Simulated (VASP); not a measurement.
Input of a VASP 6.6.1 run:

INCAR

```
SYSTEM = KF
PREC = Accurate
ENCUT = 520
EDIFF = 1E-6
ISMEAR = -1
SIGMA = 0.02
LREAL = .False.
LASPH = .True.
NELM = 60
ALGO = Normal
ISIF = 2
LWAVE = .False.
LCHARG = .False.
NBANDS = 15
```

File KPOINTS:

```
Automatic mesh
0
Gamma
  9 9 9
  0 0 0
```

Contents of POSCAR:

```
KF
1.0
    3.2753730134      0.0000000000      0.0000000000
    0.0000000000      3.2753730134      0.0000000000
    0.0000000000      0.0000000000      3.2263654500
K F
1 1
Direct
    0.0000000000      0.0000000000      0.0000000000
    0.5000000000      0.5000000000      0.5000000000
```

Potentials or basis: VASP PAW LDA potentials, release 64 (K_sv, F).

Command:

```bash
$ cat potpaw_LDA.64/K_sv/POTCAR potpaw_LDA.64/F/POTCAR > POTCAR
$ mpirun -np 1 vasp_std > vasp.out
```

(1) Predict the band gap on the k mesh.

(2) What does it give for the pressure?

Answers

(1) 5.89 eV, indirect (least direct gap 5.92 eV).

(2) -5.7 GPa.
